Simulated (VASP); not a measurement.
Write the native input for VASP 6.6.1 that does the following.

```yaml
Task: single point
Functional: LDA
Potentials_or_basis: VASP PAW LDA potentials, release 64 (Os)
Cutoff: 520 eV
k_mesh: 17 × 17 × 17
Occupations: fermi-dirac, width 0.05 eV
Spin: no spin polarisation
Dipole_correction: no
Further_INCAR_settings: ALGO = Normal; EDIFF = 1e-06; NBANDS = 10
```

The structure of Os lies in POSCAR:

```
Os
1.0
    2.5167608770      0.0000000000      0.0000000000
    0.0000000000      2.5167608770      0.0000000000
    0.0000000000      0.0000000000      2.5167608770
Os
1
Direct
    0.0000000000      0.0000000000      0.0000000000
```

This isn't the form of Os at room conditions, which is hcp.

These files were run (other wordings do the same):

INCAR

```
  PREC = Accurate
  ENCUT = 520
  EDIFF = 1E-6
  ISMEAR = -1
  SIGMA = 0.05
  LREAL = False
  LASPH = True
  NELM = 100
  ALGO = Normal
  ISIF = 2
  LWAVE = False
  LCHARG = True
  LELF = True
  LVHAR = True
  NBANDS = 10
```

KPOINTS

```
regular mesh
0
Gamma
  17 17 17
```

Potentials or basis: VASP PAW LDA potentials, release 64 (Os).

Command:

```sh
$ cat potpaw_LDA.64/Os/POTCAR > POTCAR
$ mpirun -np 1 vasp_std > vasp.out
```

It gave:

```json
{
 "Pressure": "0.0 GPa",
 "Band gap on the k mesh": "zero (bands 4 and 5 overlap by 6.06 eV)"
}
```

Caveat: spin-orbit coupling is left out, which moves the levels of the heavy elements.

It took 22 s on 1 thread of Intel Xeon 8259CL, with other jobs on the host, peak memory 0.14 GiB.
